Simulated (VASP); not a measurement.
## Al18H3C: single point with PBEsol

Al18H3C, a slab with vacuum:

```
Al C H
1.0
     5.72757    0.00000    0.00000
     4.29567    7.44032    0.00000
     0.00000    0.00000   16.67654
Al C H
18 1 3
Direct
  0.16667 0.11111 0.05996
  0.66667 0.11111 0.05996
  0.16667 0.44444 0.05996
  0.66667 0.44444 0.05996
  0.16667 0.77778 0.05996
  0.66667 0.77778 0.05996
  0.82776 0.22639 0.19506
  0.32991 0.22437 0.19495
  0.84077 0.55272 0.19634
  0.33461 0.55312 0.19621
  0.83034 0.89114 0.19925
  0.33185 0.89267 0.19712
  0.97908 0.01808 0.33112
  0.48325 0.00473 0.33490
  0.00579 0.32389 0.33337
  0.50087 0.32567 0.33631
  0.03953 0.63693 0.33595
  0.52593 0.65061 0.33087
  0.70663 0.76948 0.40490
  0.18793 0.78430 0.37430
  0.72356 0.86827 0.44420
  0.67373 0.68638 0.44987
```

```json
{"Program": "VASP 6.6.1", "Task": "single point", "Functional": "PBEsol", "Potentials or basis": "VASP PAW PBE potentials, release 64 (Al, C, H)", "Cutoff": "520 eV", "k mesh": "3 × 2 × 1", "Occupations": "gaussian, width 0.05 eV", "Spin": "no spin polarisation"}
```

| Item | Value |
| --- | --- |
| Largest force | 0.183 eV/Å |

Forces in eV/Å, atoms in the order of the input:
```
Al   0.125  0.102 -0.087
Al  -0.139  0.085 -0.012
Al  -0.027 -0.157 -0.063
Al   0.032 -0.008 -0.057
Al   0.052 -0.047  0.057
Al  -0.052  0.005  0.118
Al   0.001  0.005  0.004
Al   0.002  0.003  0.006
Al   0.005  0.006  0.000
Al  -0.003  0.004 -0.003
Al   0.000  0.000  0.002
Al  -0.002  0.002 -0.003
Al   0.006 -0.009  0.008
Al   0.004 -0.004  0.003
Al   0.009 -0.002  0.008
Al  -0.004  0.001  0.003
Al   0.007 -0.010 -0.006
Al   0.006  0.011  0.014
C   -0.021 -0.010 -0.024
H   -0.006  0.010 -0.002
H    0.014  0.029  0.014
H   -0.008 -0.014  0.020
```

Levels at points of the mesh, in eV from the Fermi level:
```tsv
k point	band 29	band 30	band 31	band 32	band 33	band 34
(0.00, 0.00, 0.00)	-0.45	-0.36	-0.13	0.00	0.57	0.60
(0.00, 0.50, 0.00)	-0.80	-0.41	-0.36	0.24	0.39	0.76
```

It took 6.8 min on 1 thread of AMD EPYC 7R43 64-Core Processor (Zen 3), on a shared host, peak memory 0.73 GiB.

Caveat: the k points lie up to 0.42 Å⁻¹ apart; the PAW data sets were made with another functional, which shifts forces and pressure a little.
